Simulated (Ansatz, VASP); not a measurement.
## One calculation of Na, two programs

```
CELL_PARAMETERS angstrom
-1.88829 1.88829 2.63728
1.88829 -1.88829 2.63728
1.88829 1.88829 -2.63728
ATOMIC_POSITIONS crystal
Na 0.00000 0.00000 0.00000
```

Alike in both runs: task single point; functional r2SCAN; k mesh 18 × 18 × 18; occupations gaussian, width 0.15 eV; no spin polarisation.

|  | VASP | Ansatz |
| --- | --- | --- |
| version | VASP 6.6.1 | Ansatz 0.2.0 |
| potentials or method | VASP PAW PBE potentials, release 64 (Na_pv), cutoff 520 eV | scalar-relativistic, plane waves, PAW |
| valence electrons in the cell | 7 | 9 |

```tsv
	VASP	Ansatz	Ansatz less VASP
gap on the k mesh at the Fermi level (eV)	none	none	-
pressure (GPa)	0.0	0.0	+0.03
```

VASP's potentials were made for PBE, not for r2SCAN. A gap of «none» marks a metal or a gap that the smearing closes. With one functional, cell and mesh, what is left measures potentials, basis and numerics. VASP's potentials hold 7 valence electrons a cell and Ansatz's 9, so a difference there can come from the potentials and not from the codes.
